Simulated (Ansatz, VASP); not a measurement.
# Two plane-wave programs on Ir

```
CELL_PARAMETERS angstrom
0.00000 1.91970 1.91970
1.91970 0.00000 1.91970
1.91970 1.91970 0.00000
ATOMIC_POSITIONS crystal
Ir 0.00000 0.00000 0.00000
```

Alike in both runs: task single point; functional LDA; k mesh 24 × 24 × 24; occupations gaussian, width 0.15 eV; no spin polarisation.

|  | VASP | Ansatz |
| --- | --- | --- |
| version | VASP 6.6.1 | Ansatz 0.2.0 |
| potentials or method | VASP PAW LDA potentials, release 64 (Ir_sv_GW), cutoff 560 eV | scalar-relativistic, plane waves, PAW |
| valence electrons in the cell | 17 | 17 |

```tsv
	VASP	Ansatz	Ansatz less VASP
gap on the k mesh at the Fermi level (eV)	none	none	-
pressure (GPa)	-8.9	-8.5	+0.40
```

LDA's correlation is that of Perdew and Zunger in VASP and of Perdew and Wang (1992) in Ansatz. A gap of «none» marks a metal or a gap that the smearing closes.

Spin-orbit coupling is off throughout.
